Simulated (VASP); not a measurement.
## NaH: single point with PBE

Crystal: NaH.

```
Na H
1.0
     5.26564    0.00000    0.00000
    -2.63282    4.56018    0.00000
     0.00000    0.00000    2.94981
Na H
3 3
Direct
  0.00000 0.00000 0.00000
  0.33333 0.66667 0.50000
  0.66667 0.33333 0.50000
  0.50000 0.00000 0.00000
  0.50000 0.50000 0.00000
  0.00000 0.50000 0.00000
```

The cell was generated, and may not be a known phase.

| Property | Result |
| --- | --- |
| Program | VASP 6.6.1 |
| Task | single point |
| Functional | PBE |
| Potentials or basis | VASP PAW PBE potentials, release 64 (Na_pv, H) |
| Cutoff | 520 eV |
| k mesh | 6 × 6 × 6 |
| Occupations | gaussian, width 0.1 eV |
| Spin | no spin polarisation |
| Dipole correction | no |
| Further INCAR settings | ALGO = Normal; EDIFF = 1e-06; NBANDS = 21 |

- Pressure: 8.9 GPa
- Band gap on the k mesh: 1.26 eV (least direct gap 1.48 eV)

Stress tensor (GPa, compression positive):
```
 7.70  0.00  0.00
 0.00  7.70  0.00
 0.00  0.00 11.36
```

Levels at points of the mesh, in eV from the valence-band top:
```tsv
k point	band 8	band 9	band 10	band 11	band 12	band 13	band 14	band 15	band 16	band 17
(0.00, 0.00, 0.00)	-22.21	-22.19	-5.32	-1.16	-1.16	3.38	3.38	3.38	5.53	13.00
(0.50, 0.00, 0.00)	-22.21	-22.20	-4.04	-3.34	-1.44	1.26	5.52	7.95	8.15	8.58
(0.00, 0.00, 0.50)	-22.32	-22.32	-2.86	0.00	0.00	1.48	7.15	7.15	7.16	7.16
(0.50, 0.00, 0.50)	-22.34	-22.31	-1.98	-1.36	-0.15	2.86	3.58	5.95	5.97	7.57
```

Wall time 16 s on 1 thread of Intel(R) Xeon(R) 6975P-C (Granite Rapids), on a shared host, peak memory 0.19 GiB.

Caveat: the cell stands under pressure. A k mesh can miss the band edges.
